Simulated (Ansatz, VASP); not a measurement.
## BaTiO3 in VASP and in Ansatz

INCAR

```
SYSTEM = BaTiO3
PREC = Accurate ; ENCUT = 520
EDIFF = 1E-6 ; ISMEAR = 0
SIGMA = 0.02 ; LREAL = .False.
LASPH = .True. ; NELM = 150
ALGO = Normal ; ISIF = 2
LWAVE = .False. ; LCHARG = .True.
LMAXMIX = 4 ; LDAU = .True.
LDAUTYPE = 2 ; LDAUL = -1 2 -1
LDAUU = 0 4 0 ; LDAUJ = 0 0 0
LDAUPRINT = 1 ; GGA = PE
LELF = .True. ; LVHAR = .True.
NBANDS = 28
```

File KPOINTS:

```
regular mesh
0
Gamma
  6 6 6
  0 0 0
```

POSCAR

```
BaTiO3
1.0
    2.7747091690      1.6019790856      2.2758245485
   -2.7747091690      1.6019790856      2.2758245485
    0.0000000000     -3.2039581713      2.2758245484
Ba Ti O
1 1 3
Direct
   -0.0056757983     -0.0056757983     -0.0056757983
    0.4943990438      0.4943990438      0.4943990438
    0.4941225835      0.9941325876      0.4941225835
    0.4941225835      0.4941225835      0.9941325876
    0.9941325876      0.4941225835      0.4941225835
```

Input for Ansatz:

```yaml
crystal:
  lattice:
    - [2.774709169, 1.6019790856, 2.2758245485]
    - [-2.774709169, 1.6019790856, 2.2758245485]
    - [0.0, -3.2039581713, 2.2758245484]
  atoms:
    - { symbol: Ba, position: [-0.0056757983, -0.0056757983, -0.0056757983] }
    - { symbol: Ti, position: [0.4943990438, 0.4943990438, 0.4943990438] }
    - { symbol: O, position: [0.4941225835, 0.9941325876, 0.4941225835] }
    - { symbol: O, position: [0.4941225835, 0.4941225835, 0.9941325876] }
    - { symbol: O, position: [0.9941325876, 0.4941225835, 0.4941225835] }
basis:
  ecutwfc: 420
kpoints:
  mp_grid: { grid: [6, 6, 6] }
  band_path: { path: [VBM, CBM], npoints: 2 }
hamiltonian:
  xc: pbe
  hubbard: { sites: [{ species: Ti, l: d, u_eff: 4.0 }] }
scf:
  occupations: { method: gaussian, width: 0.02 }
output:
  forces: true
  stress: true
  eigenvalues: true
checkpoint:
  read: start.run
  write: ck
  compress: false
  write_wavefunctions: false
  write_every: 100000
```

Alike in both runs: task single point; functional PBE; k mesh 6 × 6 × 6; occupations gaussian, width 0.02 eV; no spin polarisation; Hubbard terms Ti d U = 4.0 eV.

|  | VASP | Ansatz |
| --- | --- | --- |
| version | VASP 6.6.1 | Ansatz 0.2.0 |
| potentials or method | VASP PAW PBE potentials, release 64 (Ba_sv, Ti_sv, O), cutoff 520 eV | scalar-relativistic, plane waves, PAW |
| valence electrons in the cell | 40 | 40 |

Ansatz gave:

```
gap on the k mesh at the Fermi level (eV)                     : 2.40
least direct gap on the mesh (eV)                             : 2.48
pressure (GPa)                                                : 14.2
traceless stress, the component that is largest in VASP (GPa) : -0.83
rms of the force components (eV/Å)                            : 0.001
```

Problem. Which values does VASP return?

Solution. gap on the k mesh at the Fermi level (eV): 2.33; least direct gap on the mesh (eV): 2.46; pressure (GPa): 18.8; traceless stress, the component that is largest in VASP (GPa): -0.85; rms of the force components (eV/Å): 0.004.

The programs project onto different local orbitals, so the same U acts differently, and such runs can settle in different states. Atom by atom the forces differ by 0.003 eV/Å (rms over components).

Neither program's run includes spin-orbit coupling.
